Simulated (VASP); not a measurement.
# K2ZrS3 (P6/mmm) in VASP: single point with PBE

Aim: the single point of K2ZrS3 with PBE.

Program: VASP 6.6.1. These are calculated values, not measurements. Logs are shortened: lines on timing, memory, paths and dates and some standing lists are left out, and cuts for length are marked.

## (1) The cell of the first run

Symmetry: P6/mmm, No. 191, hexagonal system. Conventional cell: a = 6.862 Å, b = 6.862 Å, c = 3.784 Å, α = 90.00°, β = 90.00°, γ = 120.00°. Within 3.6 Å of K (site symmetry -6m2) lie 6 S at 2.74 Å. Zr (site symmetry 6/mmm) has 2 Zr at 3.78 Å and 12 S at 3.92 Å and 6 K at 3.96 Å within 5.0 Å. S (site symmetry mmm) has 4 K at 2.74 Å and 4 S at 3.43 Å within 3.6 Å.

## (2) Single point, PBE

File INCAR:

```
SYSTEM = K2ZrS3
  PREC = Accurate
  ENCUT = 520
  EDIFF = 1E-7
  ISMEAR = 0
  SIGMA = 0.1
  LREAL = .FALSE.
  LASPH = .TRUE.
  NELM = 80
  ALGO = Normal
  ISIF = 2
  LWAVE = .FALSE.
  LCHARG = .FALSE.
  GGA = PE
  NBANDS = 33
```

File KPOINTS:

```
Automatic mesh
0
G
  3 3 4
  0 0 0
```

File POSCAR:

```
K2ZrS3
1.0
    6.8618893300      0.0000000000      0.0000000000
   -3.4309446700      5.9425704800      0.0000000000
    0.0000000000      0.0000000000      3.7838069200
K Zr S
2 1 3
Direct
    0.3333333300      0.6666666700      0.0000000000
    0.6666666700      0.3333333300      0.0000000000
    0.0000000000      0.0000000000      0.0000000000
    0.5000000000      0.0000000000      0.5000000000
    0.5000000000      0.5000000000      0.5000000000
    0.0000000000      0.5000000000      0.5000000000
```

Potentials or basis: VASP PAW PBE potentials, release 64 (K_sv, Zr_sv, S).

The run is started by

```bash
$ cat potpaw_PBE.64/K_sv/POTCAR potpaw_PBE.64/Zr_sv/POTCAR potpaw_PBE.64/S/POTCAR > POTCAR
$ mpirun -np 1 vasp_std > vasp.out
```

OUTCAR:

```text
SYSTEM = K2ZrS3
   PREC = Accurate
   ENCUT = 520
   EDIFF = 1E-7
   ISMEAR = 0
   LREAL = .FALSE.
   LASPH = .TRUE.
   NELM = 80
   ISIF = 2
   GGA = PE

 ion  position               nearest neighbor table
   1  0.333  0.667  0.000-   6 2.74   6 2.74   4 2.74   4 2.74   5 2.74   5 2.74
   2  0.667  0.333  0.000-   6 2.74   6 2.74   4 2.74   4 2.74   5 2.74   5 2.74
   3  0.000  0.000  0.000-
   4  0.500  0.000  0.500-   1 2.74   2 2.74   1 2.74   2 2.74
   5  0.500  0.500  0.500-   1 2.74   2 2.74   1 2.74   2 2.74
   6  0.000  0.500  0.500-   1 2.74   2 2.74   1 2.74   2 2.74

  LATTYP: Found a hexagonal cell.
 ALAT       =     6.8618893300
 C/A-ratio  =     0.5514234838

  Lattice vectors:

 A1 = (   6.8618893300,   0.0000000000,   0.0000000000)
 A2 = (  -3.4309446700,   5.9425704800,   0.0000000000)
 A3 = (   0.0000000000,   0.0000000000,   3.7838069200)

Analysis of symmetry for initial positions (statically):
=====================================================================
 Subroutine PRICEL returns:
 Original cell was already a primitive cell.

 Routine SETGRP: Setting up the symmetry group for a
 hexagonal supercell.

 Subroutine GETGRP returns: Found 24 space group operations
 (whereof 24 operations were pure point group operations)
 out of a pool of 24 trial point group operations.

The static configuration has the point symmetry D_6h.

Analysis of symmetry for dynamics (positions and initial velocities):
=====================================================================
 Subroutine PRICEL returns:
 Original cell was already a primitive cell.

 Routine SETGRP: Setting up the symmetry group for a
 hexagonal supercell.

 Subroutine GETGRP returns: Found 24 space group operations
 (whereof 24 operations were pure point group operations)
 out of a pool of 24 trial point group operations.

The dynamic configuration has the point symmetry D_6h.

 Subroutine INISYM returns: Found 24 space group operations
 (whereof 24 operations are pure point group operations),
 and found     1 'primitive' translations

----------------------------------------------------------------------------------------

                                     Primitive cell

  volume of cell :     154.2933

  direct lattice vectors                    reciprocal lattice vectors
     6.861889330  0.000000000  0.000000000     0.145732458  0.084138674  0.000000000
    -3.430944670  5.942570480  0.000000000     0.000000000  0.168277348  0.000000000
     0.000000000  0.000000000  3.783806920     0.000000000  0.000000000  0.264284098

  length of vectors
     6.861889330  6.861889334  3.783806920     0.168277348  0.168277348  0.264284098

  position of ions in fractional coordinates (direct lattice)
     0.333333330  0.666666670  0.000000000
     0.666666670  0.333333330  0.000000000
     0.000000000  0.000000000  0.000000000
     0.500000000  0.000000000  0.500000000
     0.500000000  0.500000000  0.500000000
     0.000000000  0.500000000  0.500000000

  ion indices of the primitive-cell ions
   primitive index   ion index
                 1           1
                 2           2
                 3           3
                 4           4
                 5           5
                 6           6

----------------------------------------------------------------------------------------

 KPOINTS: Automatic mesh

Automatic generation of k-mesh.
 Grid dimensions read from file:
 generate k-points for:    3    3    4

 Generating k-lattice:

  Cartesian coordinates                     Fractional coordinates (reciprocal lattice)
     0.048577486  0.028046225  0.000000000     0.333333333  0.000000000  0.000000000
     0.000000000  0.056092449  0.000000000     0.000000000  0.333333333  0.000000000
     0.000000000  0.000000000  0.066071025     0.000000000  0.000000000  0.250000000

  Length of vectors
     0.056092449  0.056092449  0.066071025

  Shift w.r.t. Gamma in fractional coordinates (k-lattice)
     0.000000000  0.000000000  0.000000000

 Subroutine IBZKPT returns following result:
 ===========================================

 Found      9 irreducible k-points:

 Following reciprocal coordinates:
            Coordinates               Weight
  0.000000  0.000000  0.000000      1.000000
  0.333333 -0.000000  0.000000      6.000000
  0.333333  0.333333  0.000000      2.000000
  0.000000  0.000000  0.250000      2.000000
  0.333333 -0.000000  0.250000     12.000000
  0.333333  0.333333  0.250000      4.000000
  0.000000  0.000000  0.500000      1.000000
  0.333333 -0.000000  0.500000      6.000000
  0.333333  0.333333  0.500000      2.000000
   k-points           NKPTS =      9   k-points in BZ     NKDIM =      9   number of bands    NBANDS=     33
   number of dos      NEDOS =    301   number of ions     NIONS =      6
   total plane-waves  NPLWV =  81648
   dimension x,y,z NGX =    54 NGY =   54 NGZ =   28
   dimension x,y,z NGXF=   108 NGYF=  108 NGZF=   56
   ions per type =               2   1   3
   NGX,Y,Z   is equivalent  to a cutoff of  13.08, 13.08, 12.30 a.u.
   NGXF,Y,Z  is equivalent  to a cutoff of  26.17, 26.17, 24.60 a.u.
 SYSTEM =  K2ZrS3
   PREC   = accura    normal or accurate (medium, high low for compatibility)
   ISTART =      0    job   : 0-new  1-cont  2-samecut
   ICHARG =      2    charge: 1-file 2-atom 10-const
   ISPIN  =      1    spin polarized calculation?
   LNONCOLLINEAR =      F non collinear calculations
   LSORBIT =      F    spin-orbit coupling
   LASPH  =      T    aspherical Exc in radial PAW
   ENCUT  =  520.0 eV  38.22 Ry    6.18 a.u.  12.76 12.76  7.04*2*pi/ulx,y,z
   NELM   =     80;   NELMIN=  2; NELMDL= -5     # of ELM steps
   EDIFF  = 0.1E-06   stopping-criterion for ELM
   LREAL  =      F    real-space projection
   EDIFFG = 0.1E-05   stopping-criterion for IOM
   NSW    =      0    number of steps for IOM
   IBRION =     -1    ionic relax: 0-MD 1-quasi-New 2-CG
   NFREE  =      0    steps in history (QN), initial steepest desc. (CG)
   ISIF   =      2    stress and relaxation
   ISYM   =      2    0-nonsym 1-usesym 2-fastsym
   POTIM  = 0.5000    time-step for ionic-motion
   TEBEG  =    0.0;   TEEND  =   0.0 temperature during run
   PSTRESS=    0.0 pullay stress
   NELECT =      48.0000    total number of electrons
   NUPDOWN=      -1.0000    fix difference up-down
   EMIN   =  10.00;   EMAX   =-10.00  energy-range for DOS
   EFERMI =   0.00;   METHOD = LEGACY
   ISMEAR =     0;   SIGMA  =   0.10  broadening in eV -4-tet -1-fermi 0-gaus
   EFERMI_NEDOS =   21; number of points for ismear=-14 and -15
   IALGO  =     38    algorithm
   IMIX   =      4    mixing-type and parameters
     AMIX     =   0.40;   BMIX     =  1.00
     AMIX_MAG =   1.60;   BMIX_MAG =  1.00
  volume/ion in A,a.u.               =      25.72       173.54
  Fermi-wavevector in a.u.,A,eV,Ry     =   1.109276  2.096227 16.741873  1.230493
  Thomas-Fermi vector in A             =   2.245813
   LORBIT       =      0    0 simple, 1 ext, 2 COOP (PROOUT), +10 PAW based schemes
   GGA     = PE    functional components
   LHFCALC =     F    Hartree Fock is set to
   AEXX    =    0.0000 exact exchange contribution
   IVDW    =     0    specifies the selected vdW correction
   LEPSILON=     F    determine dielectric tensor
   LRPA    =     F    only Hartree local field effects (RPA)
 non-spin polarized calculation
 Gauss-broadening in eV      SIGMA  =   0.10
  energy-cutoff  :      520.00
  volume of cell :      154.29
 maximum number of plane-waves:      4194
 NGX is ok and might be reduce to    54
   NGX = 25   NGY = 25   NGZ = 15

 number of electron      48.0000003 magnetization

 Free energy of the ion-electron system (eV)
  ---------------------------------------------------
  ext. energy  EPLUGINS =         0.00000000
  ---------------------------------------------------
  free energy    TOTEN  =       -18.50113840 eV

  energy without entropy =      -18.42313880  energy(sigma->0) =      -18.46213860

 E-fermi :   2.6725     XC(G=0):  -9.0461

 val. band max:        2.6494526237   @ k =   0.3333  -0.0000   0.2500
 cond. band min:       2.6758201919   @ k =   0.3333  -0.0000   0.2500
 fundamental gap:      0.0263675681
 Fermi energy:         2.6724979741

 k-point     1 :       0.0000    0.0000    0.0000
  band No.  band energies     occupation
      1     -48.4078      2.00000
      2     -26.4410      2.00000
      3     -26.4410      2.00000
      4     -26.0189      2.00000
      5     -25.2022      2.00000
      6     -25.1637      2.00000
[... 25 lines left out ...]
     32       8.2552      0.00000
     33       8.2552      0.00000

 k-point     2 :       0.3333   -0.0000    0.0000
  band No.  band energies     occupation
      1     -48.4078      2.00000
      2     -26.4413      2.00000
      3     -26.4411      2.00000
      4     -26.0189      2.00000
      5     -25.1938      2.00000
      6     -25.1718      2.00000
[... 25 lines left out ...]
     32       7.6656      0.00000
     33       8.4554      0.00000

 k-point     3 :       0.3333    0.3333    0.0000
  band No.  band energies     occupation
      1     -48.4078      2.00000
      2     -26.4412      2.00000
      3     -26.4412      2.00000
      4     -26.0189      2.00000
      5     -25.1828      2.00000
      6     -25.1828      2.00000
[... 25 lines left out ...]
     32       6.2184      0.00000
     33       9.2032      0.00000

 k-point     4 :       0.0000    0.0000    0.2500
  band No.  band energies     occupation
      1     -48.4057      2.00000
      2     -26.4377      2.00000
      3     -26.4377      2.00000
      4     -26.0586      2.00000
      5     -25.1809      2.00000
      6     -25.1467      2.00000
[... 133 lines left out ...]
     32       6.0722      0.00000
     33       6.1750      0.00000

 k-point     8 :       0.3333   -0.0000    0.5000
  band No.  band energies     occupation
      1     -48.4035      2.00000
      2     -26.4345      2.00000
      3     -26.4343      2.00000
      4     -26.0979      2.00000
      5     -25.1528      2.00000
      6     -25.1359      2.00000
[... 25 lines left out ...]
     32       6.4464      0.00000
     33       7.9431      0.00000

 k-point     9 :       0.3333    0.3333    0.5000
  band No.  band energies     occupation
      1     -48.4035      2.00000
      2     -26.4345      2.00000
      3     -26.4345      2.00000
      4     -26.0979      2.00000
      5     -25.1443      2.00000
      6     -25.1443      2.00000
[... 25 lines left out ...]
     32       7.5316      0.00000
     33       7.5316      0.00000

------------------------ aborting loop because EDIFF is reached ----------------------------------------

  FORCE on cell =-STRESS in cart. coord.  units (eV):
  Direction    XX          YY          ZZ          XY          YZ          ZX
  --------------------------------------------------------------------------------------
  -------------------------------------------------------------------------------------
  Total        2.0708411      2.0708411     11.5550332     -0.0000000      0.0000000      0.0000000
  in kB       21.5035585     21.5035586    119.9871570     -0.0000000      0.0000000      0.0000000
  external PRESSURE =      54.3314247 kB  Pullay stress =       0.0000000 kB

 VOLUME and BASIS-vectors are now :
 -----------------------------------------------------------------------------
  energy-cutoff  :      520.00
  volume of cell :      154.29
      direct lattice vectors                 reciprocal lattice vectors
     6.861889330  0.000000000  0.000000000     0.145732458  0.084138674  0.000000000
    -3.430944670  5.942570480  0.000000000     0.000000000  0.168277348  0.000000000
     0.000000000  0.000000000  3.783806920     0.000000000  0.000000000  0.264284098

 POSITION                                       TOTAL-FORCE (eV/Angst)
 -----------------------------------------------------------------------------------
     -0.00000      3.96171      0.00000        -0.000000      0.000000      0.000000
      3.43094      1.98086      0.00000         0.000000     -0.000000     -0.000000
      0.00000      0.00000      0.00000         0.000000      0.000000     -0.000000
      3.43094      0.00000      1.89190         0.000000      0.000000     -0.000000
      1.71547      2.97129      1.89190         0.000000      0.000000     -0.000000
     -1.71547      2.97129      1.89190         0.000000      0.000000     -0.000000
 -----------------------------------------------------------------------------------
    total drift:                                0.000000      0.000000      0.000000

  FREE ENERGIE OF THE ION-ELECTRON SYSTEM (eV)
  ---------------------------------------------------
  free  energy   TOTEN  =       -18.5011383960 eV

  energy  without entropy=      -18.4231388047  energy(sigma->0) =      -18.46213860
```

It took 54 s on 1 thread of Intel Xeon Platinum 8488C (Sapphire Rapids), shared host; peak memory 0.28 GiB.

What came out:

* Free energy: -18.5011 eV
* Pressure: 5.4 GPa
* Band gap on the k mesh: zero (band 24 reaches 2.79 eV, above the bottom of band 25 at 2.68 eV)

Caveat: the k points lie up to 0.42 Å⁻¹ apart.
